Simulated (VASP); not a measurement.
Here is a VASP 6.6.1 calculation.

INCAR

```
SYSTEM = C
  PREC = Accurate
  ENCUT = 600
  EDIFF = 1E-6
  ISMEAR = 0
  SIGMA = 0.02
  LREAL = .FALSE.
  LASPH = .TRUE.
  NELM = 120
  ALGO = Normal
  ISIF = 2
  LWAVE = .FALSE.
  LCHARG = .FALSE.
  GGA = PE
  NBANDS = 11
  GGA_COMPAT = .FALSE.
```

File KPOINTS:

```
regular mesh
0
G
  12 12 12
  0 0 0
```

Contents of POSCAR:

```
C
1.0
    0.0000000000      1.7677192697      1.7677192697
    1.7677192697      0.0000000000      1.7677192697
    1.7677192697      1.7677192697      0.0000000000
C
2
Direct
    0.0000000000      0.0000000000      0.0000000000
    0.2500000000      0.2500000000      0.2500000000
```

Potentials or basis: VASP PAW PBE potentials, release 64 (C).

Launch:

```sh
$ cat potpaw_PBE.64/C/POTCAR > POTCAR
$ mpirun -np 1 vasp_std > vasp.out
```

(1) What does it give for the pressure?

(2) Estimate the band gap on the k mesh.

Answers

(1) 14.0 GPa.

(2) 4.21 eV, indirect (least direct gap 5.66 eV).
